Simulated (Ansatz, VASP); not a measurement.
# AlCo: VASP beside Ansatz

```
Co Al
1.0
     0.00000    0.00000    2.85282
     2.85282   -2.85282    0.00000
     2.85282    2.85282    0.00000
Co Al
2 2
Direct
  0.00000 0.00000 0.00000
  0.00000 0.50000 0.50000
  0.50000 0.50000 0.00000
  0.50000 0.00000 0.50000
```

Alike in both runs: task single point; functional PBE; k mesh 13 × 9 × 9; occupations fermi-dirac, width 0.1 eV; no spin polarisation.

```csv
,VASP,Ansatz
version,VASP 6.6.1,Ansatz 0.2.0
potentials or method,"VASP PAW PBE potentials, release 64 (Co, Al), cutoff 520 eV","all-electron LAPW, scalar-relativistic"
```

```csv
,VASP,Ansatz,Ansatz less VASP
pressure (GPa),0.0,0.0,-0.03
```

Ansatz ran all-electron here, and VASP with PAW potentials.
